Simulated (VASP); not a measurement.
# Au (Im-3m) in VASP: notebook

Au is run at these levels: HSE06, PBE0, PBEsol-based global hybrid with 25 % exact exchange, B3LYP; tasks: single point, relaxation of cell and atoms.

All numbers are computed with VASP 6.6.1; they aren't measurements. Logs are shortened: lines on timing, memory, paths and dates and some standing lists are left out, and cuts for length are marked.

## 1. The cell of the first run

Symmetry: Im-3m, No. 229, cubic system. The conventional cell has a = 3.315 Å, b = 3.315 Å, c = 3.315 Å, α = 90.00°, β = 90.00°, γ = 90.00°. Within 3.8 Å of Au (site symmetry m-3m) lie 14 Au at 2.87 to 3.31 Å.

This isn't the form of Au at room conditions, which is fcc.

## 2. Single point, HSE06, non-collinear spin, zero start, spin-orbit coupling

POSCAR reads:

```
Au
1.0
   -1.6572690000      1.6572690000      1.6572690000
    1.6572690000     -1.6572690000      1.6572690000
    1.6572690000      1.6572690000     -1.6572690000
Au
1
Direct
    0.0000000000      0.0000000000      0.0000000000
```

INCAR.step1 reads:

```
ALGO = Normal
EDIFF = 1E-5
ENCUT = 520
GGA = PE
GGA_COMPAT = F
ISIF = 2
ISMEAR = -1
LASPH = T
LMAXMIX = 4
LORBIT = 11
LORBMOM = T
LREAL = F
LSORBIT = T
LWAVE = T
MAGMOM = 0 0 0
NBANDS = 22
NELM = 150
PREC = Accurate
SIGMA = 0.05
```

INCAR.step2 reads:

```
ALGO = Normal
EDIFF = 1E-6
ENCUT = 520
GGA = PE
GGA_COMPAT = F
HFSCREEN = 0.2079
ISIF = 2
ISMEAR = -1
ISTART = 1
LASPH = T
LCHARG = T
LHFCALC = T
LMAXMIX = 4
LORBIT = 11
LORBMOM = T
LREAL = F
LSORBIT = T
LVHAR = T
LWAVE = F
MAGMOM = 0 0 0
NBANDS = 22
NELM = 150
PREC = Accurate
PRECFOCK = Normal
SIGMA = 0.05
```

KPOINTS reads:

```
k-points
0
Gamma
  5 5 5
```

Potentials or basis: VASP PAW PBE potentials, release 64 (Au).

Started as:

```sh
$ cat potpaw_PBE.64/Au/POTCAR > POTCAR
$ cp INCAR.step1 INCAR
$ mpirun -np 1 vasp_ncl > vasp.out
$ cp INCAR.step2 INCAR
$ mpirun -np 1 vasp_ncl > vasp.out
```

OUTCAR:

```text
EDIFF = 1E-6
   ENCUT = 520
   GGA = PE
   HFSCREEN = 0.2079
   ISIF = 2
   ISMEAR = -1
   ISTART = 1
   LASPH = T
   LHFCALC = T
   LORBIT = 11
   LREAL = F
   LSORBIT = T
   NELM = 150
   PREC = Accurate
   PRECFOCK = Normal

 ion  position               nearest neighbor table
   1  0.000  0.000  0.000-

  LATTYP: Found a body centered cubic cell.
 ALAT       =     3.3145380000

  Lattice vectors:

 A1 = (  -1.6572690000,   1.6572690000,   1.6572690000)
 A2 = (   1.6572690000,  -1.6572690000,   1.6572690000)
 A3 = (   1.6572690000,   1.6572690000,  -1.6572690000)

Analysis of symmetry for initial positions (statically):
=====================================================================
 Subroutine PRICEL returns:
 Original cell was already a primitive cell.

 Routine SETGRP: Setting up the symmetry group for a
 body centered cubic supercell.

 Subroutine GETGRP returns: Found 48 space group operations
 (whereof 48 operations were pure point group operations)
 out of a pool of 48 trial point group operations.

The static configuration has the point symmetry O_h .

Analysis of symmetry for dynamics (positions and initial velocities):
=====================================================================
 Subroutine PRICEL returns:
 Original cell was already a primitive cell.

 Routine SETGRP: Setting up the symmetry group for a
 body centered cubic supercell.

 Subroutine GETGRP returns: Found 48 space group operations
 (whereof 48 operations were pure point group operations)
 out of a pool of 48 trial point group operations.

The dynamic configuration has the point symmetry O_h .

Analysis of structural, dynamic, and magnetic symmetry:
=====================================================================
 Subroutine PRICEL returns:
 Original cell was already a primitive cell.

 Routine SETGRP: Setting up the symmetry group for a
 body centered cubic supercell.

 Subroutine GETGRP returns: Found 48 space group operations
 (whereof 48 operations were pure point group operations)
 out of a pool of 48 trial point group operations.

The overall configuration has the point symmetry O_h .

 Subroutine INISYM returns: Found 48 space group operations
 (whereof 48 operations are pure point group operations),
 and found     1 'primitive' translations

----------------------------------------------------------------------------------------

                                     Primitive cell

  volume of cell :      18.2070

  direct lattice vectors                    reciprocal lattice vectors
    -1.657269000  1.657269000  1.657269000     0.000000000  0.301701172  0.301701172
     1.657269000 -1.657269000  1.657269000     0.301701172  0.000000000  0.301701172
     1.657269000  1.657269000 -1.657269000     0.301701172  0.301701172  0.000000000

  length of vectors
     2.870474110  2.870474110  2.870474110     0.426669890  0.426669890  0.426669890

  position of ions in fractional coordinates (direct lattice)
     0.000000000  0.000000000  0.000000000

  ion indices of the primitive-cell ions
   primitive index   ion index
                 1           1

----------------------------------------------------------------------------------------

 KPOINTS: k-points

Automatic generation of k-mesh.
 Grid dimensions read from file:
 generate k-points for:    5    5    5

 Generating k-lattice:

  Cartesian coordinates                     Fractional coordinates (reciprocal lattice)
     0.000000000  0.060340234  0.060340234     0.200000000  0.000000000  0.000000000
     0.060340234  0.000000000  0.060340234     0.000000000  0.200000000  0.000000000
     0.060340234  0.060340234  0.000000000     0.000000000  0.000000000  0.200000000

  Length of vectors
     0.085333978  0.085333978  0.085333978

[... 41 lines left out ...]
   NSW    =      0    number of steps for IOM
   IBRION =     -1    ionic relax: 0-MD 1-quasi-New 2-CG
   NFREE  =      0    steps in history (QN), initial steepest desc. (CG)
   ISIF   =      2    stress and relaxation
   ISYM   =      3    0-nonsym 1-usesym 2-fastsym
   POTIM  = 0.5000    time-step for ionic-motion
   TEBEG  =    0.0;   TEEND  =   0.0 temperature during run
   PSTRESS=    0.0 pullay stress
   NELECT =      11.0000    total number of electrons
   NUPDOWN=      -1.0000    fix difference up-down
   EMIN   =  10.00;   EMAX   =-10.00  energy-range for DOS
   EFERMI =   0.00;   METHOD = LEGACY
   ISMEAR =    -1;   SIGMA  =   0.05  broadening in eV -4-tet -1-fermi 0-gaus
   EFERMI_NEDOS =   21; number of points for ismear=-14 and -15
   IALGO  =     38    algorithm
   IMIX   =      1    mixing-type and parameters
     AMIX     =   0.40;   BMIX     =  1.00
     AMIX_MAG =   1.60;   BMIX_MAG =  1.00
  volume/ion in A,a.u.               =      18.21       122.87
  Fermi-wavevector in a.u.,A,eV,Ry     =   1.383968  2.615320 26.060157  1.915367
  Thomas-Fermi vector in A             =   2.508516
   LORBIT       =     11    0 simple, 1 ext, 2 COOP (PROOUT), +10 PAW based schemes
   GGA     = PE    functional components
   LHFCALC =     T    Hartree Fock is set to
   PRECFOCK=normal    Normal, Fast or Accurate (Low or Medium for compatibility)
   ENCUT4O =  -1.0   cutoff for four orbital integrals eV
   NKREDX  =     1    reduce k-point grid by
   NKREDY  =     1    reduce k-point grid by
   NKREDZ  =     1    reduce k-point grid by
   AEXX    =    0.2500 exact exchange contribution
   HFSCREEN=    0.2079 screening length (either q_TF or 0.3 A-1)
   HFSCREENC=   0.2079 screening length for correlation (either q_TF or 0.3 A-1)
   ENCUTFOCK=  -1.0 apply spherical cutoff to Coloumb kernel
   IVDW    =     0    specifies the selected vdW correction
   LEPSILON=     F    determine dielectric tensor
   LRPA    =     F    only Hartree local field effects (RPA)
  energy-cutoff  :      520.00
  volume of cell :       18.21
 maximum number of plane-waves:       994
 NGX is ok and might be reduce to    24
  NGX = 18; NGY = 18; NGZ = 18

 number of electron      10.9999998 magnetization      -0.0000000     -0.0000000      0.0000000

 number of electron      10.9999998 magnetization      -0.0000000     -0.0000000     -0.0000000

 number of electron      10.9999998 magnetization       0.0000000      0.0000000      0.0000000

 Free energy of the ion-electron system (eV)
  ---------------------------------------------------
  ext. energy  EPLUGINS =         0.00000000
  ---------------------------------------------------
  free energy    TOTEN  =        -3.67251307 eV

  energy without entropy =       -3.66058821  energy(sigma->0) =       -3.66655064

 E-fermi :   8.1351     XC(G=0): -10.0706

 val. band max:        6.3459448346   @ k =   0.2000   0.2000   0.0000
 cond. band min:       8.1744787036   @ k =  -0.4000   0.4000   0.2000
 fundamental gap:      1.8285338690
 Fermi energy:         8.1350558612

 k-point     1 :       0.0000    0.0000    0.0000
  band No.  band energies     occupation
      1      -1.9626      1.00000
      2      -1.9626      1.00000
      3       1.8485      1.00000
      4       1.8485      1.00000
      5       1.8485      1.00000
      6       1.8485      1.00000
[... 239 lines left out ...]
     21      26.3371      0.00000
     22      26.3371      0.00000

------------------------ aborting loop because EDIFF is reached ----------------------------------------

  FORCE on cell =-STRESS in cart. coord.  units (eV):
  Direction    XX          YY          ZZ          XY          YZ          ZX
  --------------------------------------------------------------------------------------
  -------------------------------------------------------------------------------------
  Total       -0.5935613     -0.5935613     -0.5935613      0.0000000     -0.0000000     -0.0000000
  in kB      -52.2320629    -52.2320629    -52.2320629      0.0000000     -0.0000000     -0.0000000
  external PRESSURE =     -52.2320629 kB  Pullay stress =       0.0000000 kB

 VOLUME and BASIS-vectors are now :
 -----------------------------------------------------------------------------
  energy-cutoff  :      520.00
  volume of cell :       18.21
      direct lattice vectors                 reciprocal lattice vectors
    -1.657269000  1.657269000  1.657269000     0.000000000  0.301701172  0.301701172
     1.657269000 -1.657269000  1.657269000     0.301701172  0.000000000  0.301701172
     1.657269000  1.657269000 -1.657269000     0.301701172  0.301701172  0.000000000

 POSITION                                       TOTAL-FORCE (eV/Angst)
 -----------------------------------------------------------------------------------
      0.00000      0.00000      0.00000        -0.000000      0.000000      0.000000
 -----------------------------------------------------------------------------------
    total drift:                               -0.000003      0.000045      0.000000

  FREE ENERGIE OF THE ION-ELECTRON SYSTEM (eV)
  ---------------------------------------------------
  free  energy   TOTEN  =        -3.6725130729 eV

  energy  without entropy=       -3.6605882145  energy(sigma->0) =       -3.66655064

 orbital moment (x)

 # of ion     p       d       tot
 ----------------------------------------
  1        -0.000   0.000   0.000
 ----------------------------------------
           -0.000   0.000   0.000

 orbital moment (y)

 # of ion     p       d       tot
 ----------------------------------------
  1        -0.000   0.000   0.000
 ----------------------------------------
           -0.000   0.000   0.000

 orbital moment (z)

 # of ion     p       d       tot
 ----------------------------------------
  1        -0.000   0.000   0.000
 ----------------------------------------
           -0.000   0.000   0.000

 Spin-Orbit-Coupling matrix elements

 Ion:    1  E_soc:     -0.5417613
 l=   1
     0.0000000    -0.0209664    -0.0209664
    -0.0209664     0.0000000    -0.0209664
    -0.0209664    -0.0209664     0.0000000
 l=   2
     0.0000000    -0.0143786     0.0000000    -0.0143786    -0.0549486
    -0.0143786     0.0000000    -0.0412115    -0.0143786    -0.0137372
     0.0000000    -0.0412115     0.0000000    -0.0412115     0.0000000
    -0.0143786    -0.0143786    -0.0412115     0.0000000    -0.0137372
    -0.0549486    -0.0137372     0.0000000    -0.0137372     0.0000000
 l=   3
     0.0000000     0.0000000     0.0000000     0.0000000     0.0000000     0.0000000     0.0000000
     0.0000000     0.0000000     0.0000000     0.0000000     0.0000000     0.0000000     0.0000000
     0.0000000     0.0000000     0.0000000     0.0000000     0.0000000     0.0000000     0.0000000
     0.0000000     0.0000000     0.0000000     0.0000000     0.0000000     0.0000000     0.0000000
     0.0000000     0.0000000     0.0000000     0.0000000     0.0000000     0.0000000     0.0000000
     0.0000000     0.0000000     0.0000000     0.0000000     0.0000000     0.0000000     0.0000000
     0.0000000     0.0000000     0.0000000     0.0000000     0.0000000     0.0000000     0.0000000

 total charge

# of ion       s       p       d       tot
------------------------------------------
    1        0.514   0.302   8.825   9.642

 magnetization (x)

# of ion       s       p       d       tot
------------------------------------------
    1        0.000   0.000   0.000   0.000

 magnetization (y)

# of ion       s       p       d       tot
------------------------------------------
    1       -0.000   0.000  -0.000  -0.000

 magnetization (z)

# of ion       s       p       d       tot
------------------------------------------
    1        0.000   0.000  -0.000   0.000
```

Wall time 8 min (1 thread of Intel Xeon 6975P-C (Granite Rapids), shared host); peak memory 0.3 GiB.

Results:

```yaml
Free_energy: -3.6725 eV
Pressure: -5.2 GPa
Net_moment: 0.00 μB per cell
Valence_electrons_inside_the_program's_atomic_spheres: Au 9.64
```

Moments on the atoms (μB; x, y, z):
```
Au  0.00 0.00 0.00
```

Caveat: the k points lie up to 0.54 Å⁻¹ apart; the PAW data sets were made with another functional, which shifts forces and pressure a little.

(Continued in part 2 of 2.)
